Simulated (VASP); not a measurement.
Cu3N:

```xyz
4
Lattice="3.7894 0.0000 0.0000 0.0000 3.7894 0.0000 0.0000 0.0000 3.7894" Properties=species:S:1:pos:R:3 pbc="T T T"
Cu    1.8947    0.0000    0.0000
Cu    0.0000    1.8947    0.0000
Cu    0.0000    0.0000    1.8947
N     0.0000    0.0000    0.0000
```

Base run:

| Property | Result |
| --- | --- |
| Program | VASP 6.6.1 |
| Functional | PBE |
| Potentials or basis | VASP PAW PBE potentials, release 64 (Cu, N) |
| Cutoff | 600 eV |
| k mesh | 6 × 6 × 6 |
| Occupations | fermi-dirac, width 0.02 eV |
| Spin | no spin polarisation |

Its results: band gap on the k mesh 0.14 eV, indirect (least direct gap 0.69 eV); pressure 4.7 GPa.

**Question.** The run is repeated on the same cell with these changes: functional from PBE to r2SCAN; cutoff from 600 eV to 660 eV. What comes out?

**Answer.** Band gap on the k mesh 0.25 eV, indirect (least direct gap 0.86 eV); pressure 0.7 GPa.

r2SCAN gives the wider gap, since meta-GGAs in the generalised Kohn-Sham scheme recover part of the derivative discontinuity.

Caveats: the PAW data sets were made with another functional, which shifts forces and pressure a little (some runs).

A k mesh can miss the band edges.
